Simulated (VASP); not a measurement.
# Al in VASP: a series of runs, part 2 of 2

VASP 6.6.1. The steps go on from the part before.

## Step 3: Relaxation of the atoms, PBE

INCAR reads:

```
ALGO = Normal ; EDIFF = 1E-6
EDIFFG = -0.08 ; ENCUT = 520
GGA = PE ; IBRION = 2
ISIF = 2 ; ISMEAR = -1
LASPH = True ; LCHARG = False
LREAL = Auto ; LWAVE = False
NELM = 60 ; NSW = 45
PREC = Accurate ; SIGMA = 0.15
```

KPOINTS reads:

```
k-points
0
Gamma
  3 3 1
```

POSCAR reads:

```
Al
1.0
    5.7275650000      0.0000000000      0.0000000000
    0.0000000000      5.7275650000      0.0000000000
    0.0000000000      0.0000000000     18.0750000000
Al
16
Selective dynamics
Direct
    0.2500000000      0.2500000000      0.0553250000  F F F
    0.7500000000      0.2500000000      0.0553250000  F F F
    0.2500000000      0.7500000000      0.0553250000  F F F
    0.7500000000      0.7500000000      0.0553250000  F F F
    0.0000000000      0.0000000000      0.1673582000  T T T
    0.5000000000      0.0000000000      0.1673582000  T T T
    0.0000000000      0.5000000000      0.1673582000  T T T
    0.5000000000      0.5000000000      0.1673582000  T T T
    0.2500000000      0.2500000000      0.2793914000  T T T
    0.7500000000      0.2500000000      0.2793914000  T T T
    0.2500000000      0.7500000000      0.2793914000  T T T
    0.7500000000      0.7500000000      0.2793914000  T T T
    0.0000000000      0.0000000000      0.3914246000  T T T
    0.5000000000      0.0000000000      0.3914246000  T T T
    0.0000000000      0.5000000000      0.3914246000  T T T
    0.5000000000      0.5000000000      0.3914246000  T T T
```

Potentials or basis: VASP PAW PBE potentials, release 64 (Al).

On the command line:

```bash
$ cat potpaw_PBE.64/Al/POTCAR > POTCAR
$ mpirun -np 1 vasp_std > vasp.out
```

OUTCAR:

```text
EDIFF = 1E-6
   EDIFFG = -0.08
   ENCUT = 520
   GGA = PE
   IBRION = 2
   ISIF = 2
   ISMEAR = -1
   LASPH = True
   LREAL = Auto
   NELM = 60
   NSW = 45
   PREC = Accurate

 ion  position               nearest neighbor table
   1  0.250  0.250  0.055-   2 2.86   3 2.86   3 2.86   2 2.86   7 2.86   8 2.86   5 2.86   6 2.86

   2  0.750  0.250  0.055-   1 2.86   4 2.86   4 2.86   1 2.86   7 2.86   8 2.86   5 2.86   6 2.86

   3  0.250  0.750  0.055-   1 2.86   4 2.86   1 2.86   4 2.86   7 2.86   8 2.86   5 2.86   6 2.86
[... 33 lines left out ...]
 A1 = (   5.7275650000,   0.0000000000,   0.0000000000)
 A2 = (   0.0000000000,   5.7275650000,   0.0000000000)
 A3 = (   0.0000000000,   0.0000000000,  18.0750000000)

Analysis of symmetry for initial positions (statically):
=====================================================================
 Subroutine PRICEL returns following result:

  LATTYP: Found a simple tetragonal cell.
 ALAT       =     2.8637825000
 C/A-ratio  =     6.3115826708
[... 12 lines left out ...]
 Subroutine GETGRP returns: Found 16 space group operations
 (whereof  8 operations were pure point group operations)
 out of a pool of 16 trial point group operations.

The static configuration has the point symmetry C_4v.
 The point group associated with its full space group is D_4h.

Analysis of symmetry for dynamics (positions and initial velocities):
=====================================================================
 Subroutine PRICEL returns following result:

  LATTYP: Found a simple tetragonal cell.
 ALAT       =     2.8637825000
 C/A-ratio  =     6.3115826708
[... 12 lines left out ...]
 Subroutine GETGRP returns: Found 16 space group operations
 (whereof  8 operations were pure point group operations)
 out of a pool of 16 trial point group operations.

The dynamic configuration has the point symmetry C_4v.
 The point group associated with its full space group is D_4h.

Analysis of constrained symmetry for selective dynamics:
=====================================================================
 Subroutine PRICEL returns following result:

  LATTYP: Found a simple tetragonal cell.
 ALAT       =     2.8637825000
 C/A-ratio  =     6.3115826708
[... 12 lines left out ...]
 Subroutine GETGRP returns: Found  8 space group operations
 (whereof  8 operations were pure point group operations)
[... 98 lines left out ...]
   EFERMI =   0.00;   METHOD = LEGACY
   ISMEAR =    -1;   SIGMA  =   0.15  broadening in eV -4-tet -1-fermi 0-gaus
   EFERMI_NEDOS =   21; number of points for ismear=-14 and -15
   IALGO  =     38    algorithm
   IMIX   =      4    mixing-type and parameters
     AMIX     =   0.40;   BMIX     =  1.00
     AMIX_MAG =   1.60;   BMIX_MAG =  1.00
  volume/ion in A,a.u.               =      37.06       250.09
  Fermi-wavevector in a.u.,A,eV,Ry     =   0.708189  1.338283  6.823751  0.501532
  Thomas-Fermi vector in A             =   1.794438
   LORBIT       =      0    0 simple, 1 ext, 2 COOP (PROOUT), +10 PAW based schemes
   GGA     = PE    functional components
   LHFCALC =     F    Hartree Fock is set to
   AEXX    =    0.0000 exact exchange contribution
   IVDW    =     0    specifies the selected vdW correction
   LEPSILON=     F    determine dielectric tensor
   LRPA    =     F    only Hartree local field effects (RPA)
 conjugate gradient relaxation of ions
 non-spin polarized calculation
  energy-cutoff  :      520.00
  volume of cell :      592.95
 maximum number of plane-waves:     15973
 NGX is ok and might be reduce to    42
   NGX = 21   NGY = 21   NGZ = 67

--------------------------------------- Ionic step        1  -------------------------------------------

 number of electron      48.0000000 magnetization

 Free energy of the ion-electron system (eV)
  ---------------------------------------------------
  ext. energy  EPLUGINS =         0.00000000
  ---------------------------------------------------
  free energy    TOTEN  =       -56.56322734 eV

  energy without entropy =      -56.04386603  energy(sigma->0) =      -56.30354669

------------------------ aborting loop because EDIFF is reached ----------------------------------------

  FORCE on cell =-STRESS in cart. coord.  units (eV):
  Direction    XX          YY          ZZ          XY          YZ          ZX
  --------------------------------------------------------------------------------------
  -------------------------------------------------------------------------------------
  Total       -5.8044454     -5.8044454     -0.4942632      0.0000000     -0.0000000      0.0000000
  in kB      -15.6838599    -15.6838599     -1.3355202      0.0000000     -0.0000000      0.0000000
  external PRESSURE =     -10.9010800 kB  Pullay stress =       0.0000000 kB
[... 87 lines left out ...]
--------------------------------------- Ionic step        3  -------------------------------------------

 number of electron      48.0000000 magnetization

 Free energy of the ion-electron system (eV)
  ---------------------------------------------------
  ext. energy  EPLUGINS =         0.00000000
  ---------------------------------------------------
  free energy    TOTEN  =       -56.59466623 eV

  energy without entropy =      -56.08579316  energy(sigma->0) =      -56.34022969

 E-fermi :   1.3139     XC(G=0):  -5.6369

 val. band max:        1.2982291248   @ k =   0.0000   0.0000   0.0000
 cond. band min:       1.4985743795   @ k =   0.0000   0.0000   0.0000
 fundamental gap:      0.2003452547
 Fermi energy:         1.3138971995

 k-point     1 :       0.0000    0.0000    0.0000
  band No.  band energies     occupation
      1      -9.3160      2.00000
      2      -8.0251      2.00000
      3      -5.7872      2.00000
      4      -4.8886      2.00000
      5      -4.8886      2.00000
      6      -4.8840      2.00000
[... 140 lines left out ...]
  FREE ENERGIE OF THE ION-ELECTRON SYSTEM (eV)
  ---------------------------------------------------
  free  energy   TOTEN  =       -56.5946662268 eV

  energy  without entropy=      -56.0857931593  energy(sigma->0) =      -56.34022969

 reached required accuracy - stopping structural energy minimisation
```

It took 2.9 min on 1 thread of Intel Xeon Platinum 8488C (Sapphire Rapids), shared host; peak memory 0.64 GiB.

Results:

| Property | Result |
| --- | --- |
| Free energy | -56.5947 eV |
| Energy gained by relaxing | 2.0 meV/atom |
| Ionic steps | 3 |
| Band gap on the k mesh | zero (filled and empty bands touch) |

Step by step:
```
step  energy change (eV)  largest force on free atoms (eV/Å)  pressure (GPa)
   1              0.0000                              0.2458           -1.09
   2             -0.0200                              0.1526           -1.09
   3             -0.0314                              0.0309           -1.06
```

Final structure:
```cif
data_structure
_symmetry_space_group_name_H-M 'P 1'
_symmetry_Int_Tables_number 1
_cell_length_a 5.7276
_cell_length_b 5.7276
_cell_length_c 18.0750
_cell_angle_alpha 90.000
_cell_angle_beta 90.000
_cell_angle_gamma 90.000
_cell_volume 592.95
loop_
_atom_site_label
_atom_site_type_symbol
_atom_site_fract_x
_atom_site_fract_y
_atom_site_fract_z
_atom_site_occupancy
Al1 Al 0.25000 0.25000 0.05532 1
Al2 Al 0.75000 0.25000 0.05532 1
Al3 Al 0.25000 0.75000 0.05532 1
Al4 Al 0.75000 0.75000 0.05532 1
Al5 Al 0.00000 0.00000 0.16564 1
Al6 Al 0.50000 0.00000 0.16564 1
Al7 Al 0.00000 0.50000 0.16564 1
Al8 Al 0.50000 0.50000 0.16564 1
Al9 Al 0.25000 0.25000 0.28114 1
Al10 Al 0.75000 0.25000 0.28114 1
Al11 Al 0.25000 0.75000 0.28114 1
Al12 Al 0.75000 0.75000 0.28114 1
Al13 Al 0.00000 0.00000 0.39070 1
Al14 Al 0.50000 0.00000 0.39070 1
Al15 Al 0.00000 0.50000 0.39070 1
Al16 Al 0.50000 0.50000 0.39070 1
```

Caveat: the k points lie up to 0.37 Å⁻¹ apart; there is no dipole correction, which matters where the two faces differ.

The gap in the log of VASP goes by the Fermi energy; the results here count the filled bands.